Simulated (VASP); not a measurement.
Input of a VASP 6.6.1 run:

INCAR

```
SYSTEM = HfO2
ALGO = Normal
EDIFF = 1E-6
ENCUT = 520
GGA = PE
ISIF = 2
ISMEAR = 0
LASPH = .TRUE.
LCHARG = .FALSE.
LREAL = .FALSE.
LWAVE = .FALSE.
NBANDS = 18
NELM = 80
PREC = Accurate
SIGMA = 0.05
```

KPOINTS

```
k-points
0
G
  8 8 8
  0 0 0
```

File POSCAR:

```
HfO2
1.0
    0.2092622289      2.6577282458      2.6577282458
    2.6577282458      0.2092622289      2.6577282458
    2.6577282458      2.6577282458      0.2092622289
Hf O
1 2
Direct
    0.0000000000      0.0000000000      0.0000000000
    0.2500000000      0.2500000000      0.2500000000
    0.7500000000      0.7500000000      0.7500000000
```

Potentials or basis: VASP PAW PBE potentials, release 64 (Hf_pv, O).

Launch:

```sh
$ cat potpaw_PBE.64/Hf_pv/POTCAR potpaw_PBE.64/O/POTCAR > POTCAR
$ mpirun -np 1 vasp_std > vasp.out
```

Question: Estimate the band gap on the k mesh.

Answer: 3.88 eV, direct.

Question: What does it give for the pressure?

Answer: 0.1 GPa.

Question: What does it give for the largest force?

Answer: 0.447 eV/Å.

Forces on the atoms (eV/Å):
```
Hf   0.000  0.000  0.000
O   -0.258 -0.258 -0.258
O    0.258  0.258  0.258
```

Caveat: spin-orbit coupling is left out, which moves the levels of the heavy elements. A k mesh can miss the band edges.
